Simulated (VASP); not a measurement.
# CsH (Immm) in VASP: a series of runs

CsH is run at these levels: LDA; tasks: single point.

All numbers are computed with VASP 6.6.1; they aren't measurements. Logs are shortened: lines on timing, memory, paths and dates and some standing lists are left out, and cuts for length are marked.

## 1. The cell of the first run

Symmetry: Immm, No. 71, orthorhombic system. The conventional cell has a = 4.283 Å, b = 4.734 Å, c = 6.376 Å, α = 90.00°, β = 90.00°, γ = 90.00°. Within 4.3 Å of Cs (site symmetry mmm) lie 6 H at 3.19 Å and 2 Cs at 4.28 Å. H (site symmetry mmm) has 6 Cs at 3.19 Å and 2 H at 4.28 Å within 4.3 Å.

## 2. Single point, LDA (strain -0.1000 x Voigt [0, 0, 0, 0, 0, 1])

Contents of INCAR:

```
SYSTEM = CsH
ALGO = Normal
EDIFF = 1E-7
ENCUT = 520
ISIF = 2
ISMEAR = 0
LASPH = .TRUE.
LCHARG = .FALSE.
LREAL = .FALSE.
LWAVE = .FALSE.
NBANDS = 12
NELM = 100
PREC = Accurate
SIGMA = 0.05
```

Contents of KPOINTS:

```
k-points
0
G
  8 8 8
  0 0 0
```

Contents of POSCAR:

```
CsH
1.0
   -0.1594000000      3.1880000000      3.1880000000
    3.1880000000     -0.1594000000      3.1880000000
    3.0286000000      3.0286000000      0.0000000000
Cs H
1 1
Direct
    0.0000000000      0.0000000000      0.0000000000
    0.5000000000      0.5000000000      0.5000000000
```

Potentials or basis: VASP PAW LDA potentials, release 64 (Cs_sv, H).

Launch:

```sh
$ cat potpaw_LDA.64/Cs_sv/POTCAR potpaw_LDA.64/H/POTCAR > POTCAR
$ mpirun -np 1 vasp_std > vasp.out
```

OUTCAR:

```text
SYSTEM = CsH
   EDIFF = 1E-7
   ENCUT = 520
   ISIF = 2
   ISMEAR = 0
   LASPH = .TRUE.
   LREAL = .FALSE.
   NELM = 100
   PREC = Accurate

 ion  position               nearest neighbor table
   1  0.000  0.000  0.000-
   2  0.500  0.500  0.500-

  LATTYP: Found a body centered orthorhombic cell.
 ALAT       =     4.2830871950
 B/A-ratio  =     1.1052631579
 C/A-ratio  =     1.4886458551

  Lattice vectors:

 A1 = (   0.1594000000,  -3.1880000000,  -3.1880000000)
 A2 = (  -0.1594000000,   3.1880000000,  -3.1880000000)
 A3 = (   3.1880000000,  -0.1594000000,   3.1880000000)

Analysis of symmetry for initial positions (statically):
=====================================================================
 Subroutine PRICEL returns:
 Original cell was already a primitive cell.

 Routine SETGRP: Setting up the symmetry group for a
 body centered orthorhombic supercell.

 Subroutine GETGRP returns: Found  8 space group operations
 (whereof  8 operations were pure point group operations)
 out of a pool of  8 trial point group operations.

The static configuration has the point symmetry D_2h.

Analysis of symmetry for dynamics (positions and initial velocities):
=====================================================================
 Subroutine PRICEL returns:
 Original cell was already a primitive cell.

 Routine SETGRP: Setting up the symmetry group for a
 body centered orthorhombic supercell.

 Subroutine GETGRP returns: Found  8 space group operations
 (whereof  8 operations were pure point group operations)
 out of a pool of  8 trial point group operations.

The dynamic configuration has the point symmetry D_2h.

 Subroutine INISYM returns: Found  8 space group operations
 (whereof  8 operations are pure point group operations),
 and found     1 'primitive' translations

----------------------------------------------------------------------------------------

                                     Primitive cell

  volume of cell :      64.6395

  direct lattice vectors                    reciprocal lattice vectors
    -0.159400000  3.188000000  3.188000000    -0.149369660  0.149369660  0.156838143
     3.188000000 -0.159400000  3.188000000     0.149369660 -0.149369660  0.156838143
     3.028600000  3.028600000  0.000000000     0.165092782  0.165092782 -0.156838143

  length of vectors
     4.511329777  4.511329777  4.283087195     0.263098449  0.263098449  0.281264034

  position of ions in fractional coordinates (direct lattice)
     0.000000000  0.000000000  0.000000000
     0.500000000  0.500000000  0.500000000

  ion indices of the primitive-cell ions
   primitive index   ion index
                 1           1
                 2           2

----------------------------------------------------------------------------------------

 KPOINTS: k-points

Automatic generation of k-mesh.
 Grid dimensions read from file:
 generate k-points for:    8    8    8

 Generating k-lattice:

  Cartesian coordinates                     Fractional coordinates (reciprocal lattice)
    -0.018671208  0.018671208  0.019604768     0.125000000  0.000000000  0.000000000
     0.018671208 -0.018671208  0.019604768     0.000000000  0.125000000  0.000000000
     0.020636598  0.020636598 -0.019604768     0.000000000  0.000000000  0.125000000

  Length of vectors
     0.032887306  0.032887306  0.035158004

  Shift w.r.t. Gamma in fractional coordinates (k-lattice)
     0.000000000  0.000000000  0.000000000

 Subroutine IBZKPT returns following result:
 ===========================================

 Found     95 irreducible k-points:

 Following reciprocal coordinates:
            Coordinates               Weight
  0.000000  0.000000  0.000000      1.000000
  0.125000  0.000000  0.000000      4.000000
  0.250000  0.000000  0.000000      4.000000
  0.375000  0.000000  0.000000      4.000000
  0.500000  0.000000  0.000000      2.000000
  0.125000  0.125000  0.000000      2.000000
[... 16 lines left out ...]
  0.125000  0.000000  0.125000      4.000000
  0.250000  0.000000  0.125000      8.000000
 [... further k-points ...]
   k-points           NKPTS =     95   k-points in BZ     NKDIM =     95   number of bands    NBANDS=     12
   number of dos      NEDOS =    301   number of ions     NIONS =      2
   total plane-waves  NPLWV =  41472
   dimension x,y,z NGX =    36 NGY =   36 NGZ =   32
   dimension x,y,z NGXF=    72 NGYF=   72 NGZF=   64
   ions per type =               1   1
   NGX,Y,Z   is equivalent  to a cutoff of  13.27, 13.27, 12.42 a.u.
   NGXF,Y,Z  is equivalent  to a cutoff of  26.53, 26.53, 24.84 a.u.
 SYSTEM =  CsH
   PREC   = accura    normal or accurate (medium, high low for compatibility)
   ISTART =      0    job   : 0-new  1-cont  2-samecut
   ICHARG =      2    charge: 1-file 2-atom 10-const
   ISPIN  =      1    spin polarized calculation?
   LNONCOLLINEAR =      F non collinear calculations
   LSORBIT =      F    spin-orbit coupling
   LASPH  =      T    aspherical Exc in radial PAW
   ENCUT  =  520.0 eV  38.22 Ry    6.18 a.u.   8.39  8.39  7.96*2*pi/ulx,y,z
   NELM   =    100;   NELMIN=  2; NELMDL= -5     # of ELM steps
   EDIFF  = 0.1E-06   stopping-criterion for ELM
   LREAL  =      F    real-space projection
   EDIFFG = 0.1E-05   stopping-criterion for IOM
   NSW    =      0    number of steps for IOM
   IBRION =     -1    ionic relax: 0-MD 1-quasi-New 2-CG
   NFREE  =      0    steps in history (QN), initial steepest desc. (CG)
   ISIF   =      2    stress and relaxation
   ISYM   =      2    0-nonsym 1-usesym 2-fastsym
   POTIM  = 0.5000    time-step for ionic-motion
   TEBEG  =    0.0;   TEEND  =   0.0 temperature during run
   PSTRESS=    0.0 pullay stress
   NELECT =      10.0000    total number of electrons
   NUPDOWN=      -1.0000    fix difference up-down
   EMIN   =  10.00;   EMAX   =-10.00  energy-range for DOS
   EFERMI =   0.00;   METHOD = LEGACY
   ISMEAR =     0;   SIGMA  =   0.05  broadening in eV -4-tet -1-fermi 0-gaus
   EFERMI_NEDOS =   21; number of points for ismear=-14 and -15
   IALGO  =     38    algorithm
   IMIX   =      4    mixing-type and parameters
     AMIX     =   0.40;   BMIX     =  1.00
     AMIX_MAG =   1.60;   BMIX_MAG =  1.00
  volume/ion in A,a.u.               =      32.32       218.10
  Fermi-wavevector in a.u.,A,eV,Ry     =   0.878838  1.660763 10.508547  0.772356
  Thomas-Fermi vector in A             =   1.998979
   LORBIT       =      0    0 simple, 1 ext, 2 COOP (PROOUT), +10 PAW based schemes
   GGA     = CA    functional components
   LHFCALC =     F    Hartree Fock is set to
   AEXX    =    0.0000 exact exchange contribution
   IVDW    =     0    specifies the selected vdW correction
   LEPSILON=     F    determine dielectric tensor
   LRPA    =     F    only Hartree local field effects (RPA)
 non-spin polarized calculation
 Gauss-broadening in eV      SIGMA  =   0.05
  energy-cutoff  :      520.00
  volume of cell :       64.64
 maximum number of plane-waves:      1758
 NGX is ok and might be reduce to    36
   NGX = 17   NGY = 17   NGZ = 15

 number of electron      10.0000000 magnetization

 number of electron       9.9999999 magnetization

 Free energy of the ion-electron system (eV)
  ---------------------------------------------------
  ext. energy  EPLUGINS =         0.00000000
  ---------------------------------------------------
  free energy    TOTEN  =        -4.88186011 eV

  energy without entropy =       -4.88186011  energy(sigma->0) =       -4.88186011

 E-fermi :   0.3522     XC(G=0):  -7.5422

 val. band max:        0.0751323118   @ k =   0.0000   0.0000   0.5000
 cond. band min:       1.9488586367   @ k =   0.5000   0.0000   0.0000
 fundamental gap:      1.8737263249
 Fermi energy:         0.3521766896

 k-point     1 :       0.0000    0.0000    0.0000
  band No.  band energies     occupation
      1     -21.4288      2.00000
      2      -7.8972      2.00000
      3      -7.8772      2.00000
      4      -7.8204      2.00000
      5      -1.8294      2.00000
      6       4.5834      0.00000
      7       4.7925      0.00000
      8       5.5140      0.00000
      9       5.8826      0.00000
     10       6.9044      0.00000
     11       6.9086      0.00000
     12       8.5170      0.00000

 k-point     2 :       0.1250    0.0000    0.0000
  band No.  band energies     occupation
      1     -21.4190      2.00000
      2      -8.0284      2.00000
      3      -7.8918      2.00000
      4      -7.8344      2.00000
      5      -1.5868      2.00000
      6       4.2130      0.00000
      7       4.7849      0.00000
      8       5.6077      0.00000
      9       5.7344      0.00000
     10       6.6161      0.00000
     11       6.7206      0.00000
     12       9.1840      0.00000

 k-point     3 :       0.2500    0.0000    0.0000
  band No.  band energies     occupation
      1     -21.3951      2.00000
      2      -8.3335      2.00000
      3      -7.9089      2.00000
      4      -7.8677      2.00000
      5      -0.9953      2.00000
      6       3.2534      0.00000
      7       4.7768      0.00000
      8       5.5078      0.00000
      9       5.8342      0.00000
     10       6.5983      0.00000
     11       6.9407      0.00000
     12      10.5461      0.00000

 k-point     4 :       0.3750    0.0000    0.0000
  band No.  band energies     occupation
      1     -21.3710      2.00000
      2      -8.6071      2.00000
      3      -7.9253      2.00000
      4      -7.9005      2.00000
      5      -0.3343      2.00000
      6       2.3652      0.00000
      7       4.5204      0.00000
      8       5.2111      0.00000
      9       6.4746      0.00000
     10       7.2248      0.00000
     11       7.8125      0.00000
     12      10.3720      0.00000

 k-point     5 :       0.5000    0.0000    0.0000
  band No.  band energies     occupation
      1     -21.3609      2.00000
      2      -8.7131      2.00000
      3      -7.9320      2.00000
      4      -7.9139      2.00000
      5       0.0106      2.00000
      6       1.9489      0.00000
      7       4.3984      0.00000
      8       5.0876      0.00000
      9       7.0814      0.00000
     10       7.6627      0.00000
     11       8.4511      0.00000
     12       9.5307      0.00000
[... 228 lines left out ...]
      1     -21.3243      2.00000
      2      -8.6172      2.00000
      3      -8.2240      2.00000
      4      -8.0584      2.00000
      5      -1.1860      2.00000
      6       2.8848      0.00000
      7       5.3540      0.00000
      8       7.6729      0.00000
      9       7.9378      0.00000
     10       8.3634      0.00000
     11       8.6646      0.00000
     12       8.7773      0.00000

 k-point    22 :       0.0000    0.0000    0.1250
  band No.  band energies     occupation
      1     -21.4144      2.00000
      2      -8.0035      2.00000
      3      -7.9105      2.00000
      4      -7.8820      2.00000
      5      -1.5670      2.00000
      6       4.7239      0.00000
      7       4.7739      0.00000
      8       5.0866      0.00000
      9       5.7032      0.00000
     10       6.3903      0.00000
     11       6.4779      0.00000
     12       9.3069      0.00000

 k-point    23 :       0.1250    0.0000    0.1250
  band No.  band energies     occupation
      1     -21.4122      2.00000
      2      -8.0103      2.00000
      3      -7.9181      2.00000
      4      -7.9068      2.00000
      5      -1.5144      2.00000
      6       4.3799      0.00000
      7       4.8033      0.00000
      8       5.3588      0.00000
      9       5.4091      0.00000
     10       6.4996      0.00000
     11       7.0286      0.00000
     12       9.3746      0.00000

 k-point    24 :       0.2500    0.0000    0.1250
  band No.  band energies     occupation
      1     -21.3938      2.00000
      2      -8.2265      2.00000
      3      -7.9524      2.00000
      4      -7.9331      2.00000
      5      -1.1085      2.00000
      6       3.6990      0.00000
      7       4.3890      0.00000
      8       5.3209      0.00000
      9       6.1143      0.00000
     10       6.5854      0.00000
     11       7.2655      0.00000
     12      10.3333      0.00000

 [... further k-points ...]

------------------------ aborting loop because EDIFF is reached ----------------------------------------

  FORCE on cell =-STRESS in cart. coord.  units (eV):
  Direction    XX          YY          ZZ          XY          YZ          ZX
  --------------------------------------------------------------------------------------
  -------------------------------------------------------------------------------------
  Total       -0.5023012     -0.5023012     -0.5237001      0.2244287      0.0000000      0.0000000
  in kB      -12.4502193    -12.4502193    -12.9806180      5.5627715      0.0000000      0.0000000
  external PRESSURE =     -12.6270189 kB  Pullay stress =       0.0000000 kB

 VOLUME and BASIS-vectors are now :
 -----------------------------------------------------------------------------
  energy-cutoff  :      520.00
  volume of cell :       64.64
      direct lattice vectors                 reciprocal lattice vectors
    -0.159400000  3.188000000  3.188000000    -0.149369660  0.149369660  0.156838143
     3.188000000 -0.159400000  3.188000000     0.149369660 -0.149369660  0.156838143
     3.028600000  3.028600000  0.000000000     0.165092782  0.165092782 -0.156838143

 POSITION                                       TOTAL-FORCE (eV/Angst)
 -----------------------------------------------------------------------------------
      0.00000      0.00000      0.00000        -0.000000      0.000000     -0.000000
      3.02860      3.02860      3.18800         0.000000      0.000000      0.000000
 -----------------------------------------------------------------------------------
    total drift:                               -0.000000      0.000000      0.000000

  FREE ENERGIE OF THE ION-ELECTRON SYSTEM (eV)
  ---------------------------------------------------
  free  energy   TOTEN  =        -4.8818601074 eV

  energy  without entropy=       -4.8818601074  energy(sigma->0) =       -4.88186011
```

It took 62 s on 1 thread of Intel Xeon 8259CL, shared host; peak memory 0.21 GiB.

Results:

| Item | Value |
| --- | --- |
| Free energy | -4.8819 eV |
| Pressure | -1.3 GPa |
| Band gap on the k mesh | 1.87 eV (least direct gap 1.93 eV) |

Levels at points of the mesh, in eV from the valence-band top:
```csv
k point,band 1,band 2,band 3,band 4,band 5,band 6,band 7,band 8,band 9,band 10
"(0.00, 0.00, 0.00)",-21.50,-7.97,-7.95,-7.90,-1.90,4.51,4.72,5.44,5.81,6.83
"(0.50, 0.00, 0.00)",-21.44,-8.79,-8.01,-7.99,-0.06,1.87,4.32,5.01,7.01,7.59
"(0.50, 0.50, 0.00)",-21.40,-8.69,-8.30,-8.13,-1.26,2.81,5.28,7.60,7.86,8.29
"(0.00, 0.00, 0.50)",-21.40,-8.88,-8.08,-8.06,0.00,1.93,4.08,4.70,7.00,7.97
"(0.50, 0.00, 0.50)",-21.39,-8.75,-8.22,-8.21,-1.24,2.81,5.28,7.60,8.05,8.10
```

Caveat: the cell differs from its parent crystal (strain -0.1000 x Voigt [0, 0, 0, 0, 0, 1]); spin-orbit coupling is left out, which moves the levels of the heavy elements. A k mesh can miss the band edges.

## 3. Single point, LDA (strain +0.0875 x Voigt [0, 0, 0, 0, 0, 1])

Contents of INCAR:

```
SYSTEM = CsH
ALGO = Normal
EDIFF = 1E-6
ENCUT = 520
GGA = CA
ISIF = 2
ISMEAR = 0
LASPH = .TRUE.
LCHARG = .FALSE.
LREAL = .FALSE.
LWAVE = .FALSE.
NBANDS = 12
NELM = 80
PREC = Accurate
SIGMA = 0.05
```

KPOINTS is that of step 2.

Contents of POSCAR:

```
CsH
1.0
    0.1394750000      3.1880000000      3.1880000000
    3.1880000000      0.1394750000      3.1880000000
    3.3274750000      3.3274750000      0.0000000000
Cs H
1 1
Direct
    0.0000000000      0.0000000000      0.0000000000
    0.5000000000      0.5000000000      0.5000000000
```

Potentials or basis: VASP PAW LDA potentials, release 64 (Cs_sv, H).

Launch:

```sh
$ cat potpaw_LDA.64/Cs_sv/POTCAR potpaw_LDA.64/H/POTCAR > POTCAR
$ mpirun -np 1 vasp_std > vasp.out
```

It took 69 s on 1 thread of Intel Xeon 8259CL, shared host; peak memory 0.22 GiB.

It converged, with:

```
Free energy            : -4.8842 eV
Pressure               : -1.3 GPa
Band gap on the k mesh : 1.88 eV (least direct gap 1.93 eV)
```

Stress tensor (GPa, compression positive):
```
-1.24 -0.48  0.00
-0.48 -1.24  0.00
 0.00  0.00 -1.28
```

Levels at points of the mesh, in eV from the valence-band top:
| k point | band 3 | band 4 | band 5 | band 6 | band 7 | band 8 |
| --- | --- | --- | --- | --- | --- | --- |
| (0.00, 0.00, 0.00) | -7.94 | -7.90 | -1.90 | 4.57 | 4.77 | 5.38 |
| (0.50, 0.00, 0.00) | -8.07 | -8.05 | 0.00 | 1.93 | 4.14 | 4.68 |
| (0.50, 0.50, 0.00) | -8.28 | -8.14 | -1.26 | 2.82 | 5.28 | 7.65 |
| (0.00, 0.00, 0.50) | -8.00 | -7.99 | -0.06 | 1.88 | 4.35 | 4.95 |
| (0.50, 0.00, 0.50) | -8.21 | -8.20 | -1.24 | 2.82 | 5.29 | 7.65 |

Caveat: the cell differs from its parent crystal (strain +0.0875 x Voigt [0, 0, 0, 0, 0, 1]); spin-orbit coupling is left out, which moves the levels of the heavy elements. A k mesh can miss the band edges.

[end of part 1 of 2]
